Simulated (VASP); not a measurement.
# ZnSe (F-43m) in VASP: further runs, part 2 of 2

VASP 6.6.1. The steps go on from the part before.

### 5 Single point, LDA (volume scaled by 1.06)

File INCAR:

```
PREC = Accurate
ENCUT = 520
EDIFF = 1E-7
ISMEAR = -1
SIGMA = 0.03
LREAL = F
LASPH = T
NELM = 100
ALGO = Normal
ISIF = 2
LWAVE = F
LCHARG = F
GGA = CA
NBANDS = 16
```

File KPOINTS:

```
Automatic mesh
0
Gamma
  8 8 8
```

File POSCAR:

```
ZnSe
1.0
    0.0000000000      2.8893788162      2.8893788162
    2.8893788162      0.0000000000      2.8893788162
    2.8893788162      2.8893788162      0.0000000000
Zn Se
1 1
Direct
    0.0000000000      0.0000000000      0.0000000000
    0.7500000000      0.7500000000      0.7500000000
```

Potentials or basis: VASP PAW LDA potentials, release 64 (Zn, Se).

The run is started by

```console
cat potpaw_LDA.64/Zn/POTCAR potpaw_LDA.64/Se/POTCAR > POTCAR
mpirun -np 1 vasp_std > vasp.out
```

OUTCAR:

```text
PREC = Accurate
   ENCUT = 520
   EDIFF = 1E-7
   ISMEAR = -1
   LREAL = F
   LASPH = T
   NELM = 100
   ISIF = 2
   GGA = CA

 ion  position               nearest neighbor table
   1  0.000  0.000  0.000-   2 2.50   2 2.50   2 2.50   2 2.50
   2  0.750  0.750  0.750-   1 2.50   1 2.50   1 2.50   1 2.50

  LATTYP: Found a face centered cubic cell.
 ALAT       =     5.7787576324

  Lattice vectors:

 A1 = (   0.0000000000,   2.8893788162,   2.8893788162)
 A2 = (   2.8893788162,   0.0000000000,   2.8893788162)
 A3 = (   2.8893788162,   2.8893788162,   0.0000000000)

Analysis of symmetry for initial positions (statically):
=====================================================================
 Subroutine PRICEL returns:
 Original cell was already a primitive cell.

 Routine SETGRP: Setting up the symmetry group for a
 face centered cubic supercell.

 Subroutine GETGRP returns: Found 24 space group operations
 (whereof 24 operations were pure point group operations)
 out of a pool of 48 trial point group operations.

The static configuration has the point symmetry T_d .
[... 157 lines left out ...]

  energy without entropy =       -7.27176881  energy(sigma->0) =       -7.27176881

 E-fermi :   1.4512     XC(G=0):  -9.4432

 val. band max:        1.0143439201   @ k =   0.0000   0.0000   0.0000
 cond. band min:       1.8536647445   @ k =   0.0000   0.0000   0.0000
 fundamental gap:      0.8393208244
 Fermi energy:         1.4512073176

 k-point     1 :       0.0000    0.0000    0.0000
  band No.  band energies     occupation
      1     -11.9211      2.00000
      2      -5.4676      2.00000
      3      -5.4676      2.00000
      4      -5.4676      2.00000
      5      -5.1577      2.00000
      6      -5.1577      2.00000
[... 433 lines left out ...]
      3      -5.3472      2.00000
      4      -5.1818      2.00000
      5      -5.1508      2.00000
      6      -4.9720      2.00000
[... 8 lines left out ...]
     15      13.3926      0.00000
     16      14.1496      0.00000

 [... further k-points ...]

------------------------ aborting loop because EDIFF is reached ----------------------------------------

  FORCE on cell =-STRESS in cart. coord.  units (eV):
  Direction    XX          YY          ZZ          XY          YZ          ZX
  --------------------------------------------------------------------------------------
  -------------------------------------------------------------------------------------
  Total       -1.8005828     -1.8005828     -1.8005828     -0.0000000      0.0000000      0.0000000
  in kB      -59.7971143    -59.7971143    -59.7971143     -0.0000000      0.0000000      0.0000000
  external PRESSURE =     -59.7971143 kB  Pullay stress =       0.0000000 kB

 VOLUME and BASIS-vectors are now :
 -----------------------------------------------------------------------------
  energy-cutoff  :      520.00
  volume of cell :       48.24
      direct lattice vectors                 reciprocal lattice vectors
     0.000000000  2.889378816  2.889378816    -0.173047576  0.173047576  0.173047576
     2.889378816  0.000000000  2.889378816     0.173047576 -0.173047576  0.173047576
     2.889378816  2.889378816  0.000000000     0.173047576  0.173047576 -0.173047576

 POSITION                                       TOTAL-FORCE (eV/Angst)
 -----------------------------------------------------------------------------------
      0.00000      0.00000      0.00000        -0.000000     -0.000000      0.000000
      4.33407      4.33407      4.33407         0.000000      0.000000     -0.000000
 -----------------------------------------------------------------------------------
    total drift:                                0.000000      0.000000      0.000000

  FREE ENERGIE OF THE ION-ELECTRON SYSTEM (eV)
  ---------------------------------------------------
  free  energy   TOTEN  =        -7.2717688163 eV

  energy  without entropy=       -7.2717688110  energy(sigma->0) =       -7.27176881
```

OSZICAR:

```text
N       E                     dE             d eps       ncg     rms          rms(c)
DAV:   1     0.884381462664E+02    0.88438E+02   -0.87903E+03   928   0.128E+03
DAV:   2    -0.189914611373E+01   -0.90337E+02   -0.85066E+02  1056   0.252E+02
DAV:   3    -0.752971894625E+01   -0.56306E+01   -0.56119E+01  1136   0.618E+01
DAV:   4    -0.757764010035E+01   -0.47921E-01   -0.47915E-01  1160   0.624E+00
DAV:   5    -0.757789203918E+01   -0.25194E-03   -0.25194E-03  1160   0.394E-01    0.430E+00
DAV:   6    -0.730011601624E+01    0.27778E+00   -0.54965E-01  1384   0.232E+01    0.332E+00
DAV:   7    -0.727656623896E+01    0.23550E-01   -0.13076E-01  1088   0.344E+00    0.139E+00
DAV:   8    -0.727226789709E+01    0.42983E-02   -0.29462E-03  1400   0.625E-01    0.370E-01
DAV:   9    -0.727175546944E+01    0.51243E-03   -0.84522E-04  1080   0.231E-01    0.595E-02
DAV:  10    -0.727177080220E+01   -0.15333E-04   -0.74647E-05  1144   0.894E-02    0.132E-02
DAV:  11    -0.727176869473E+01    0.21075E-05   -0.73323E-06  1360   0.499E-02    0.314E-03
DAV:  12    -0.727176881354E+01   -0.11880E-06   -0.13757E-06  1080   0.793E-03    0.153E-03
DAV:  13    -0.727176881635E+01   -0.28122E-08   -0.48194E-08   880   0.271E-03
   1 F= -.72717688E+01 E0= -.72717688E+01  d E =-.532368E-08
```

It took 17 s on 1 thread of Intel Xeon Platinum 8559C (Emerald Rapids), shared host; peak memory 0.15 GiB.

What came out:

```
Free energy            : -7.2718 eV
Pressure               : -6.0 GPa
Band gap on the k mesh : 0.84 eV, direct
```

Levels at points of the mesh, in eV from the valence-band top:
| k point | band 5 | band 6 | band 7 | band 8 | band 9 | band 10 | band 11 | band 12 | band 13 | band 14 |
| --- | --- | --- | --- | --- | --- | --- | --- | --- | --- | --- |
| (0.00, 0.00, 0.00) | -6.17 | -6.17 | 0.00 | 0.00 | 0.00 | 0.84 | 5.71 | 5.71 | 5.71 | 9.41 |
| (0.50, 0.00, 0.00) | -6.16 | -6.03 | -4.93 | -0.79 | -0.79 | 2.27 | 6.28 | 6.28 | 8.17 | 10.45 |
| (0.50, 0.50, 0.00) | -6.13 | -6.01 | -4.58 | -2.00 | -2.00 | 2.93 | 3.31 | 10.10 | 10.69 | 10.69 |

### 6 The runs side by side

| cell | gap on the mesh (eV) | pressure (GPa) |
| --- | --- | --- |
| a = 4.034 Å, angles 60.0°, 2 atoms | 0.99 | -4.2 |
| a = 4.060 Å, angles 60.0°, 2 atoms | 0.91 | -5.1 |
| a = 4.047 Å, angles 60.0°, 2 atoms | 0.95 | -4.7 |
| a = 4.086 Å, angles 60.0°, 2 atoms | 0.84 | -6.0 |

Alike in all rows: task single point; level LDA; potentials or basis VASP PAW LDA potentials, release 64 (Zn, Se); no spin polarisation; k mesh 8 × 8 × 8; cutoff (eV) 520; smearing fermi-dirac 0.03 eV.

Total energies depend on the potentials used, so only differences within one code and one set of settings carry meaning.
